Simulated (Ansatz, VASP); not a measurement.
# ZnS: VASP beside Ansatz

INCAR

```
ALGO = Normal ; EDIFF = 1E-6
ENCUT = 500 ; GGA = PE
GGA_COMPAT = False ; ISIF = 2
ISMEAR = 0 ; LASPH = True
LCHARG = True ; LELF = True
LREAL = False ; LVHAR = True
LWAVE = False ; NBANDS = 16
NELM = 120 ; PREC = Accurate
SIGMA = 0.01
```

KPOINTS

```
k-points
0
Gamma
  8 8 8
```

Contents of POSCAR:

```
ZnS
1.0
    0.0000000000      2.7215931340      2.7215931340
    2.7215931340      0.0000000000      2.7215931340
    2.7215931340      2.7215931340      0.0000000000
Zn S
1 1
Direct
    0.0000000000      0.0000000000      0.0000000000
    0.2500000000      0.2500000000      0.2500000000
```

Input for Ansatz:

```yaml
crystal:
  lattice:
    - [0.0, 2.721593134, 2.721593134]
    - [2.721593134, 0.0, 2.721593134]
    - [2.721593134, 2.721593134, 0.0]
  atoms:
    - { symbol: Zn, position: [0.0, 0.0, 0.0] }
    - { symbol: S, position: [0.25, 0.25, 0.25] }
basis:
  ecutwfc: 420
kpoints:
  mp_grid: { grid: [8, 8, 8] }
  band_path:
    path:
      - [0.0, 0.0, 0.0]
      - [0.0, 0.0, 0.0]
      - [0.5, 0.5, 0.0]
      - [0.5, 0.5, 0.5]
      - [0.00519786, 0.00519786, 0.0]
      - [-0.00519786, -0.00519786, 0.0]
      - [0.0060019717, 0.0060019717, 0.0060019717]
      - [-0.0060019717, -0.0060019717, -0.0060019717]
      - [0.00519786, 0.00519786, 0.0]
      - [-0.00519786, -0.00519786, 0.0]
      - [0.50519786, 0.50519786, 0.0]
      - [0.49480214, 0.49480214, 0.0]
      - [0.5, 0.50519786, 0.00519786]
      - [0.5, 0.49480214, -0.00519786]
      - [0.5060019717, 0.5060019717, 0.5060019717]
      - [0.4939980283, 0.4939980283, 0.4939980283]
      - [0.4963245579, 0.5036754421, 0.5]
      - [0.5036754421, 0.4963245579, 0.5]
    npoints: 1
hamiltonian:
  xc: pbe
  pseudopotentials: { kind: paw, azcp: { folder: soft_1 } }
scf:
  occupations: { method: fixed }
  n_extra_bands: 5
output:
  forces: true
  stress: true
  eigenvalues: true
```

Alike in both runs: task single point; functional PBE; k mesh 8 × 8 × 8; no spin polarisation.

|  | VASP | Ansatz |
| --- | --- | --- |
| version | VASP 6.6.1 | Ansatz 0.2.0 |
| potentials or method | VASP PAW PBE potentials, release 64 (Zn, S), cutoff 500 eV | scalar-relativistic, plane waves, PAW |
| occupations | gaussian, width 0.01 eV | fixed |
| valence electrons in the cell | 18 | 18 |

Ansatz gave:

| Property | Result |
| --- | --- |
| gap on the k mesh at the Fermi level (eV) | 2.01 |
| least direct gap on the mesh (eV) | 2.01 |
| pressure (GPa) | 0.0 |

Q: Which values does VASP return?

A: gap on the k mesh at the Fermi level (eV): 2.02; least direct gap on the mesh (eV): 2.02; pressure (GPa): 0.2.
